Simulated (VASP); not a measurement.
Wanted: the native input for a VASP 6.6.1 run.

```yaml
Task: single point
Functional: PBEsol
Potentials_or_basis: VASP PAW PBE potentials, release 64 (W_sv)
Cutoff: 520 eV
k_mesh: 20 × 20 × 20
Occupations: gaussian, width 0.15 eV
Spin: no spin polarisation
Dipole_correction: no
Further_INCAR_settings: ALGO = Fast; EDIFF = 1e-07; NBANDS = 13
```

The structure of W lies in POSCAR:

```
W
1.0
   -1.6372325000      1.6372325000      1.6372325000
    1.6372325000     -1.6372325000      1.6372325000
    1.6372325000      1.6372325000     -1.6372325000
W
1
Direct
    0.0000000000      0.0000000000      0.0000000000
```

This cell differs from its parent crystal: strain +0.025 along x and y, +0.025 along z.

The input as run:

INCAR

```
ALGO = Fast
EDIFF = 1E-7
ENCUT = 520
GGA = PS
ISIF = 2
ISMEAR = 0
LASPH = True
LCHARG = True
LELF = True
LREAL = False
LVHAR = True
LWAVE = False
NBANDS = 13
NELM = 100
PREC = Accurate
SIGMA = 0.15
```

KPOINTS

```
k-points
0
Gamma
  20 20 20
```

Potentials or basis: VASP PAW PBE potentials, release 64 (W_sv).

Command:

```sh
$ cat potpaw_PBE.64/W_sv/POTCAR > POTCAR
$ mpirun -np 1 vasp_std > vasp.out
```

It gave:

* Pressure: -28.5 GPa
* Band gap on the k mesh: zero (band 7 reaches 14.33 eV, above the bottom of band 8 at 8.78 eV)

Caveat: the cell differs from its parent crystal (strain +0.025 along x and y, +0.025 along z); the PAW data sets were made with another functional, which shifts forces and pressure a little; spin-orbit coupling is left out, which moves the levels of the heavy elements.

Wall time 2.5 min on 1 thread of AMD EPYC 7R13, with other jobs on the host, peak memory 0.15 GiB.
